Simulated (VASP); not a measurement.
ZrOs, 2 atoms in the cell. It takes space group Pmmm (No. 47, orthorhombic). The conventional cell has a = 3.116 Å, b = 3.263 Å, c = 3.410 Å, α = 90.00°, β = 90.00°, γ = 90.00°. Within 3.7 Å of Zr (site symmetry mmm) lie 8 Os at 2.83 Å and 6 Zr at 3.12 to 3.41 Å. Os (site symmetry mmm) has 8 Zr at 2.83 Å and 6 Os at 3.12 to 3.41 Å within 3.7 Å.  This cell differs from its parent crystal: strain +0.0450 x Voigt [1, -1, 0, 0, 0, 0].

- Program: VASP 6.6.1
- Task: single point
- Functional: PBEsol
- Potentials or basis: VASP PAW PBE potentials, release 64 (Zr_sv, Os)
- Cutoff: 520 eV
- k mesh: 14 × 14 × 14
- Occupations: gaussian, width 0.15 eV
- Spin: no spin polarisation
- Dipole correction: no
- Further INCAR settings: ALGO = Fast; EDIFF = 1e-06; NBANDS = 17

Potentials or basis: VASP PAW PBE potentials, release 64 (Zr_sv, Os).

The run is started by

```console
$ cat potpaw_PBE.64/Zr_sv/POTCAR potpaw_PBE.64/Os/POTCAR > POTCAR
$ mpirun -np 1 vasp_std > vasp.out
```

Hardware: 1 thread of AMD EPYC 7R13 (shared host).

Estimate the wall time of this run.

It took 12 min on 1 thread of AMD EPYC 7R13, on a shared host, peak memory 0.39 GiB. Counts: scf iterations 18, k points 512.
